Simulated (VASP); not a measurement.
# Ho3PRu (Pm-3m) in VASP: notebook

The runs below take Ho3PRu through single point, with PBE.

All numbers are computed with VASP 6.6.1; they aren't measurements. Logs are shortened: lines on timing, memory, paths and dates and some standing lists are left out, and cuts for length are marked.

### Step 1. The cell of the first run

The structure is cubic, space group Pm-3m (No. 221). Conventional cell: a = 4.800 Å, b = 4.800 Å, c = 4.800 Å, α = 90.00°, β = 90.00°, γ = 90.00°. Ho (site symmetry 4/mmm) has 2 Ru at 2.40 Å within 3.2 Å. Within 4.5 Å of P (site symmetry m-3m) lie 12 Ho at 3.39 Å and 8 Ru at 4.16 Å. Ru (site symmetry m-3m) has 6 Ho at 2.40 Å within 3.2 Å.

The cell was built from a structure type or drawn by symmetry, and may not be a known phase.

### Step 2. Single point, PBE

File INCAR:

```
SYSTEM = Ho3PRu
PREC     = Accurate       ! precision mode
ENCUT    = 500            ! plane-wave cutoff, eV
EDIFF    = 1E-6           ! SCF threshold, eV
ISMEAR   = 0              ! smearing method
SIGMA    = 0.1            ! smearing width, eV
LREAL    = .False.        ! projectors in reciprocal space
LASPH    = .True.         ! aspherical terms in the spheres
NELM     = 200            ! most SCF steps
ALGO     = Normal         ! electronic algorithm
ISIF     = 2              ! what is computed and relaxed
LWAVE    = .False.        ! write WAVECAR
LCHARG   = .False.        ! write CHGCAR
GGA      = PE             ! functional
NBANDS   = 31             ! bands
GGA_COMPAT= .False.      
LMAXMIX  = 6              ! l up to which the mixer works
```

File KPOINTS:

```
Automatic mesh
0
Gamma
  4 4 4
  0 0 0
```

File POSCAR:

```
Ho3PRu
1.0
    4.8002275900      0.0000000000      0.0000000000
    0.0000000000      4.8002275900      0.0000000000
    0.0000000000      0.0000000000      4.8002275900
Ho P Ru
3 1 1
Direct
    0.0000000000      0.5000000000      0.5000000000
    0.5000000000      0.0000000000      0.5000000000
    0.5000000000      0.5000000000      0.0000000000
    0.0000000000      0.0000000000      0.0000000000
    0.5000000000      0.5000000000      0.5000000000
```

Potentials or basis: VASP PAW PBE potentials, release 64 (Ho_3, P, Ru_pv), 4f in core.

Started as:

```sh
$ cat potpaw_PBE.64/Ho_3/POTCAR potpaw_PBE.64/P/POTCAR potpaw_PBE.64/Ru_pv/POTCAR > POTCAR
$ mpirun -np 1 vasp_std > vasp.out
```

OUTCAR:

```text
SYSTEM = Ho3PRu
   PREC = Accurate
   ENCUT = 500
   EDIFF = 1E-6
   ISMEAR = 0
   LREAL = .False.
   LASPH = .True.
   NELM = 200
   ISIF = 2
   GGA = PE

 ion  position               nearest neighbor table
   1  0.000  0.500  0.500-   5 2.40   5 2.40   2 3.39   3 3.39   2 3.39   2 3.39   3 3.39   3 3.39
                             3 3.39   2 3.39
   2  0.500  0.000  0.500-   5 2.40   5 2.40   1 3.39   3 3.39   1 3.39   3 3.39   3 3.39   3 3.39
                             1 3.39   1 3.39
   3  0.500  0.500  0.000-   5 2.40   5 2.40   1 3.39   1 3.39   2 3.39   2 3.39   2 3.39   2 3.39
                             1 3.39   1 3.39
   4  0.000  0.000  0.000-
   5  0.500  0.500  0.500-   1 2.40   2 2.40   3 2.40   3 2.40   2 2.40   1 2.40

  LATTYP: Found a simple cubic cell.
 ALAT       =     4.8002275900

  Lattice vectors:

 A1 = (   4.8002275900,   0.0000000000,   0.0000000000)
 A2 = (   0.0000000000,   4.8002275900,   0.0000000000)
 A3 = (   0.0000000000,   0.0000000000,   4.8002275900)

Analysis of symmetry for initial positions (statically):
=====================================================================
 Subroutine PRICEL returns:
 Original cell was already a primitive cell.

 Routine SETGRP: Setting up the symmetry group for a
 simple cubic supercell.

 Subroutine GETGRP returns: Found 48 space group operations
 (whereof 48 operations were pure point group operations)
 out of a pool of 48 trial point group operations.

The static configuration has the point symmetry O_h .

Analysis of symmetry for dynamics (positions and initial velocities):
=====================================================================
 Subroutine PRICEL returns:
 Original cell was already a primitive cell.

 Routine SETGRP: Setting up the symmetry group for a
 simple cubic supercell.

 Subroutine GETGRP returns: Found 48 space group operations
 (whereof 48 operations were pure point group operations)
 out of a pool of 48 trial point group operations.

The dynamic configuration has the point symmetry O_h .

 Subroutine INISYM returns: Found 48 space group operations
 (whereof 48 operations are pure point group operations),
 and found     1 'primitive' translations

[... 77 lines left out ...]
   ISTART =      0    job   : 0-new  1-cont  2-samecut
   ICHARG =      2    charge: 1-file 2-atom 10-const
   ISPIN  =      1    spin polarized calculation?
   LNONCOLLINEAR =      F non collinear calculations
   LSORBIT =      F    spin-orbit coupling
   LASPH  =      T    aspherical Exc in radial PAW
   ENCUT  =  500.0 eV  36.75 Ry    6.06 a.u.   8.75  8.75  8.75*2*pi/ulx,y,z
   NELM   =    200;   NELMIN=  2; NELMDL= -5     # of ELM steps
   EDIFF  = 0.1E-05   stopping-criterion for ELM
   LREAL  =      F    real-space projection
[... 7 lines left out ...]
   TEBEG  =    0.0;   TEEND  =   0.0 temperature during run
   PSTRESS=    0.0 pullay stress
   NELECT =      46.0000    total number of electrons
   NUPDOWN=      -1.0000    fix difference up-down
   EMIN   =  10.00;   EMAX   =-10.00  energy-range for DOS
   EFERMI =   0.00;   METHOD = LEGACY
   ISMEAR =     0;   SIGMA  =   0.10  broadening in eV -4-tet -1-fermi 0-gaus
   EFERMI_NEDOS =   21; number of points for ismear=-14 and -15
   IALGO  =     38    algorithm
   IMIX   =      4    mixing-type and parameters
     AMIX     =   0.40;   BMIX     =  1.00
     AMIX_MAG =   1.60;   BMIX_MAG =  1.00
  volume/ion in A,a.u.               =      22.12       149.28
  Fermi-wavevector in a.u.,A,eV,Ry     =   1.221984  2.309215 20.316839  1.493246
  Thomas-Fermi vector in A             =   2.357147
   LORBIT       =      0    0 simple, 1 ext, 2 COOP (PROOUT), +10 PAW based schemes
   GGA     = PE    functional components
   LHFCALC =     F    Hartree Fock is set to
   AEXX    =    0.0000 exact exchange contribution
   IVDW    =     0    specifies the selected vdW correction
   LEPSILON=     F    determine dielectric tensor
   LRPA    =     F    only Hartree local field effects (RPA)
 non-spin polarized calculation
 Gauss-broadening in eV      SIGMA  =   0.10
  energy-cutoff  :      500.00
  volume of cell :      110.61
 maximum number of plane-waves:      2832
 NGX is ok and might be reduce to    36
   NGX = 17   NGY = 17   NGZ = 17

 number of electron      45.9999995 magnetization

 Free energy of the ion-electron system (eV)
  ---------------------------------------------------
  ext. energy  EPLUGINS =         0.00000000
  ---------------------------------------------------
  free energy    TOTEN  =       -26.78295730 eV

  energy without entropy =      -26.74711186  energy(sigma->0) =      -26.76503458

 E-fermi :   5.4908     XC(G=0): -10.7828

 val. band max:        5.4560232073   @ k =   0.5000   0.0000   0.0000
 cond. band min:       5.5093003384   @ k =   0.5000   0.0000   0.0000
 fundamental gap:      0.0532771311
 Fermi energy:         5.4907778228

 k-point     1 :       0.0000    0.0000    0.0000
  band No.  band energies     occupation
      1     -37.1052      2.00000
      2     -37.1052      2.00000
      3     -37.1052      2.00000
      4     -18.6542      2.00000
      5     -18.6542      2.00000
      6     -18.6542      2.00000
[... 329 lines left out ...]
     30       8.2245      0.00000
     31       8.2245      0.00000

------------------------ aborting loop because EDIFF is reached ----------------------------------------

  FORCE on cell =-STRESS in cart. coord.  units (eV):
  Direction    XX          YY          ZZ          XY          YZ          ZX
  --------------------------------------------------------------------------------------
  -------------------------------------------------------------------------------------
  Total       15.3811271     15.3811271     15.3811271      0.0000000      0.0000000     -0.0000000
  in kB      222.7990102    222.7990102    222.7990102      0.0000000      0.0000000     -0.0000000
  external PRESSURE =     222.7990102 kB  Pullay stress =       0.0000000 kB

 VOLUME and BASIS-vectors are now :
 -----------------------------------------------------------------------------
  energy-cutoff  :      500.00
  volume of cell :      110.61
      direct lattice vectors                 reciprocal lattice vectors
     4.800227590  0.000000000  0.000000000     0.208323456  0.000000000  0.000000000
     0.000000000  4.800227590  0.000000000     0.000000000  0.208323456  0.000000000
     0.000000000  0.000000000  4.800227590     0.000000000  0.000000000  0.208323456

 POSITION                                       TOTAL-FORCE (eV/Angst)
 -----------------------------------------------------------------------------------
      0.00000      2.40011      2.40011         0.000000      0.000000      0.000000
      2.40011      0.00000      2.40011         0.000000      0.000000      0.000000
      2.40011      2.40011      0.00000         0.000000      0.000000      0.000000
      0.00000      0.00000      0.00000         0.000000      0.000000      0.000000
      2.40011      2.40011      2.40011         0.000000      0.000000      0.000000
 -----------------------------------------------------------------------------------
    total drift:                                0.000000      0.000000      0.000000

  FREE ENERGIE OF THE ION-ELECTRON SYSTEM (eV)
  ---------------------------------------------------
  free  energy   TOTEN  =       -26.7829573003 eV

  energy  without entropy=      -26.7471118628  energy(sigma->0) =      -26.76503458
```

Wall time 21 s (1 thread of Intel Xeon 6975P-C (Granite Rapids), shared host); peak memory 0.22 GiB.

Results:

- Free energy: -26.7830 eV
- Pressure: 22.3 GPa
- Band gap on the k mesh: zero (bands 23 and 24 overlap by 2.03 eV)

Levels at points of the mesh, in eV from the Fermi level:
```csv
k point,band 21,band 22,band 23,band 24,band 25,band 26,band 27,band 28
"(0.00, 0.00, 0.00)",-1.70,-1.70,-1.19,-1.19,0.26,2.26,2.26,2.26
"(0.50, 0.00, 0.00)",-1.69,-0.03,0.02,0.30,0.75,0.75,1.79,1.95
"(0.50, 0.50, 0.00)",-0.84,-0.24,-0.10,-0.10,-0.09,2.52,2.52,2.88
"(0.50, 0.50, 0.50)",-1.76,-1.76,-0.78,-0.78,1.37,1.37,1.37,1.42
```

Caveat: the cell stands under pressure; spin-orbit coupling is left out, which moves the levels of the heavy elements; the 4f electrons are frozen in the core, so they carry no moment and show no levels. Spin polarisation is off, so any magnetic state and its effect on volume and gap are missing.

### Step 3. Single point, PBE

This run uses another cell than the first one, of 27.57 Å³/atom.

File INCAR:

```
ALGO = Normal
EDIFF = 1E-6
ENCUT = 500
GGA = PE
GGA_COMPAT = False
ISIF = 2
ISMEAR = 0
LASPH = True
LCHARG = False
LMAXMIX = 6
LREAL = False
LWAVE = False
NBANDS = 31
NELM = 200
PREC = Accurate
SIGMA = 0.1
```

File KPOINTS:

```
k-points
0
Gamma
  4 4 4
```

POSCAR, as its differences from that of step 2:

```diff
@@ -2,5 +2,5 @@
 1.0
-    4.8002275900      0.0000000000      0.0000000000
-    0.0000000000      4.8002275900      0.0000000000
-    0.0000000000      0.0000000000      4.8002275900
+    5.1655002661      0.0000000000      0.0000000000
+    0.0000000000      5.1655002661      0.0000000000
+    0.0000000000      0.0000000000      5.1655002661
 Ho P Ru
```

Potentials or basis: VASP PAW PBE potentials, release 64 (Ho_3, P, Ru_pv), 4f in core.

Started as:

```sh
$ cat potpaw_PBE.64/Ho_3/POTCAR potpaw_PBE.64/P/POTCAR potpaw_PBE.64/Ru_pv/POTCAR > POTCAR
$ mpirun -np 1 vasp_std > vasp.out
```

Run time: 24 s. Hardware: 1 thread of Intel Xeon 6975P-C (Granite Rapids), shared host; peak memory 0.25 GiB.

The run converged. Its results:

| Item | Value |
| --- | --- |
| Free energy | -28.5090 eV |
| Pressure | 0.9 GPa |
| Band gap on the k mesh | zero (bands 23 and 24 overlap by 1.47 eV) |

Levels at points of the mesh, in eV from the Fermi level:
| k point | band 21 | band 22 | band 23 | band 24 | band 25 | band 26 | band 27 | band 28 |
| --- | --- | --- | --- | --- | --- | --- | --- | --- |
| (0.00, 0.00, 0.00) | -1.38 | -1.38 | -0.65 | -0.65 | -0.05 | 2.19 | 2.19 | 2.19 |
| (0.50, 0.00, 0.00) | -1.17 | -0.70 | -0.51 | 0.52 | 0.71 | 0.71 | 1.74 | 1.90 |
| (0.50, 0.50, 0.00) | -0.84 | -0.78 | -0.01 | -0.01 | 0.05 | 2.08 | 2.08 | 2.36 |
| (0.50, 0.50, 0.50) | -1.15 | -1.15 | -0.79 | -0.79 | 0.32 | 1.15 | 1.47 | 1.47 |

Caveat: spin-orbit coupling is left out, which moves the levels of the heavy elements; the 4f electrons are frozen in the core, so they carry no moment and show no levels. Spin polarisation is off, so any magnetic state and its effect on volume and gap are missing.
